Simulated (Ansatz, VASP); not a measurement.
**One calculation of SiO2, two programs**

File INCAR:

```
SYSTEM = SiO2
PREC = Accurate
ENCUT = 520
EDIFF = 1E-7
ISMEAR = 0
SIGMA = 0.05
LREAL = .FALSE.
LASPH = .TRUE.
NELM = 60
ALGO = Normal
ISIF = 2
LWAVE = .FALSE.
LCHARG = .TRUE.
GGA = PE
LELF = .TRUE.
LVHAR = .TRUE.
NBANDS = 34
```

Contents of KPOINTS:

```
regular mesh
0
G
  6 6 4
  0 0 0
```

The input POSCAR:

```
SiO2
1.0
    5.0287972619      0.0000000000      0.0000000000
   -2.5143986310      4.3550661793      0.0000000000
    0.0000000000      0.0000000000      5.5850467960
Si O
3 6
Direct
    0.0000000000      0.5000000000      0.3333333333
    0.5000000000      0.5000000000      0.6666666667
    0.5000000000      0.0000000000      0.0000000000
    0.5839605948      0.7919802974      0.8333333333
    0.7919802974      0.5839605948      0.5000000000
    0.7919802974      0.2080197026      0.1666666667
    0.4160394052      0.2080197026      0.8333333333
    0.2080197026      0.4160394052      0.5000000000
    0.2080197026      0.7919802974      0.1666666667
```

Input for Ansatz:

```yaml
crystal:
  lattice:
    - [5.0287972619, 0.0, 0.0]
    - [-2.514398631, 4.3550661793, 0.0]
    - [0.0, 0.0, 5.585046796]
  atoms:
    - { symbol: Si, position: [0.0, 0.5, 0.3333333333] }
    - { symbol: Si, position: [0.5, 0.5, 0.6666666667] }
    - { symbol: Si, position: [0.5, 0.0, 0.0] }
    - { symbol: O, position: [0.5839605948, 0.7919802974, 0.8333333333] }
    - { symbol: O, position: [0.7919802974, 0.5839605948, 0.5] }
    - { symbol: O, position: [0.7919802974, 0.2080197026, 0.1666666667] }
    - { symbol: O, position: [0.4160394052, 0.2080197026, 0.8333333333] }
    - { symbol: O, position: [0.2080197026, 0.4160394052, 0.5] }
    - { symbol: O, position: [0.2080197026, 0.7919802974, 0.1666666667] }
basis:
  ecutwfc: 420
kpoints:
  mp_grid: { grid: [6, 6, 4] }
hamiltonian:
  xc: pbe
scf:
  occupations: { method: gaussian, width: 0.05 }
output:
  forces: true
  stress: true
  eigenvalues: true
  write_density: true
  write_potential: true
  elf: true
  volumetric_format: npy
```

Change from the starting cell: strain -0.015 along x and y, +0.000 along z, atoms carried along.

Alike in both runs: task single point; functional PBE; k mesh 6 × 6 × 4; occupations gaussian, width 0.05 eV; no spin polarisation.

```csv
,VASP,Ansatz
version,VASP 6.6.1,Ansatz 0.2.0
potentials or method,"VASP PAW PBE potentials, release 64 (Si, O), cutoff 520 eV","scalar-relativistic, plane waves, PAW"
valence electrons in the cell,48,48
```

Ansatz gave:

```
gap on the k mesh at the Fermi level (eV)                     : 5.72
least direct gap on the mesh (eV)                             : 5.88
pressure (GPa)                                                : 5.6
traceless stress, the component that is largest in VASP (GPa) : -0.65
rms of the force components (eV/Å)                            : 0.116
```

Task: What did VASP give for the same quantities?

Result: gap on the k mesh at the Fermi level (eV): 5.72; least direct gap on the mesh (eV): 5.88; pressure (GPa): 5.7; traceless stress, the component that is largest in VASP (GPa): -0.61; rms of the force components (eV/Å): 0.110.

Atom by atom the forces differ by 0.006 eV/Å (rms over components). With one functional, cell and mesh, what is left measures potentials, basis and numerics.
